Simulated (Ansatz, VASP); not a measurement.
# One calculation of Si5F, two programs

File INCAR:

```
SYSTEM = Si5F
ALGO = Normal
EDIFF = 1E-6
EDIFFG = -0.01
ENCUT = 600
GGA = PE
IBRION = 2
ISIF = 3
ISMEAR = 0
LASPH = .TRUE.
LCHARG = .FALSE.
LREAL = .FALSE.
LWAVE = .FALSE.
NELM = 60
NSW = 100
PREC = Accurate
SIGMA = 0.1
```

Contents of KPOINTS:

```
k-points
0
G
  12 12 4
  0 0 0
```

POSCAR

```
Si5F
1.0
    2.8814331481      0.0000000000      0.0000000000
   -1.4407165741      2.4953943056      0.0000000000
    0.0000000000      0.0000000000     11.8365450491
Si F
5 1
Direct
    0.6666666667      0.3333333333      0.8384556192
    0.3333333333      0.6666666667      0.6660640215
    0.6666666667      0.3333333333      0.5000000000
    0.3333333333      0.6666666667      0.3339359785
    0.6666666667      0.3333333333      0.1615443808
    0.3333333333      0.6666666667      0.0000000000
```

Input for Ansatz:

```yaml
crystal:
  lattice:
    - [2.8814331481, 0.0, 0.0]
    - [-1.4407165741, 2.4953943056, 0.0]
    - [0.0, 0.0, 11.8365450491]
  atoms:
    - { symbol: Si, position: [0.6666666667, 0.3333333333, 0.8384556192] }
    - { symbol: Si, position: [0.3333333333, 0.6666666667, 0.6660640215] }
    - { symbol: Si, position: [0.6666666667, 0.3333333333, 0.5] }
    - { symbol: Si, position: [0.3333333333, 0.6666666667, 0.3339359785] }
    - { symbol: Si, position: [0.6666666667, 0.3333333333, 0.1615443808] }
    - { symbol: F, position: [0.3333333333, 0.6666666667, 0.0] }
basis:
  ecutwfc: 420
kpoints:
  mp_grid: { grid: [12, 12, 4] }
hamiltonian:
  xc: pbe
scf:
  occupations: { method: gaussian, width: 0.1 }
output:
  forces: true
  stress: true
  eigenvalues: true
relax:
  adjacent_minimum: "off"
  f_tol: 0.01
  max_steps: 80
  cell: { stress_tol: 0.05 }
```

Change from the starting cell: species swapped into the CeMg5 type (P-6m2, No. 187).

Alike in both runs: task relaxation of cell and atoms; functional PBE; k mesh 12 × 12 × 4; occupations gaussian, width 0.1 eV; no spin polarisation.

|  | VASP | Ansatz |
| --- | --- | --- |
| version | VASP 6.6.1 | Ansatz 0.2.0 |
| potentials or method | VASP PAW PBE potentials, release 64 (Si, F), cutoff 600 eV | scalar-relativistic, plane waves, PAW |
| valence electrons in the cell | 27 | 27 |

Ansatz gave:

```
gap on the k mesh at the Fermi level, each at its own relaxed structure (eV) : none
relaxed volume (Å³/atom)                                                     : 13.67
relaxed cell length with the largest relative difference (Å)                 : 13.295
```

**Question.** What did VASP give for the same quantities?

**Answer.** gap on the k mesh at the Fermi level, each at its own relaxed structure (eV): none; relaxed volume (Å³/atom): 13.57; relaxed cell length with the largest relative difference (Å): 13.226.

A gap of «none» marks a metal or a gap that the smearing closes.

Noted on VASP's run: too few bands were computed for a metal, which touches its energy and stress.
